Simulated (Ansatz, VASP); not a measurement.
## One calculation of Si2Mo, two programs

```
Si Mo
1.0
    -1.60842    1.60842    3.93657
     1.60842   -1.60842    3.93657
     1.60842    1.60842   -3.93657
Si Mo
2 1
Direct
  0.33510 0.33510 0.00000
  0.66490 0.66490 0.00000
  0.00000 0.00000 0.00000
```

Alike in both runs: task electric field gradients; functional PBE; k mesh 16 × 16 × 16; occupations fermi-dirac, width 0.05 eV; no spin polarisation.

|  | VASP | Ansatz |
| --- | --- | --- |
| version | VASP 6.6.1 | Ansatz 0.2.0 |
| potentials or method | VASP PAW PBE potentials, release 64 (Si, Mo_sv) | PAW with Ansatz's default frozen-core files, scalar-relativistic |
| plane-wave cutoff (eV) | 520 | 420 |
| valence electrons in the cell | 22 | 22 |

VASP gave:

```
pressure (GPa)                                       : 0.2
size of Vzz on the site where it differs most (V/Å²) : 59.6
```

**Question.** What did Ansatz give for the same quantities?

**Answer.** Pressure (GPa): 0.0; size of Vzz on the site where it differs most (V/Å²): 61.4.
